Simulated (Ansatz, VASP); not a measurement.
## CsH in VASP and in Ansatz

```xyz
2
Lattice="0.0000 3.0605 3.3155 3.0605 0.0000 3.3155 3.0605 3.0605 0.0000" Properties=species:S:1:pos:R:3 pbc="T T T"
Cs    0.0000    0.0000    0.0000
H     3.0605    3.0605    3.3155
```

Change from the starting cell: strain -0.040 along x and y, +0.040 along z, atoms carried along.

Alike in both runs: task single point; functional r2SCAN; k mesh 6 × 6 × 6; occupations gaussian, width 0.05 eV; no spin polarisation.

```csv
,VASP,Ansatz
version,VASP 6.6.1,Ansatz 0.2.0
potentials or method,"VASP PAW PBE potentials, release 64 (Cs_sv, H), cutoff 520 eV","scalar-relativistic, plane waves, PAW"
valence electrons in the cell,10,10
```

```tsv
	VASP	Ansatz	Ansatz less VASP
gap on the k mesh at the Fermi level (eV)	2.58	2.60	+0.020
least direct gap on the mesh (eV)	2.58	2.60	+0.020
pressure (GPa)	0.7	0.6	-0.04
traceless stress, the component that is largest in VASP (GPa)	-1.31	-1.28	+0.030
```

VASP's potentials were made for PBE, not for r2SCAN.

Spin-orbit coupling is off throughout.
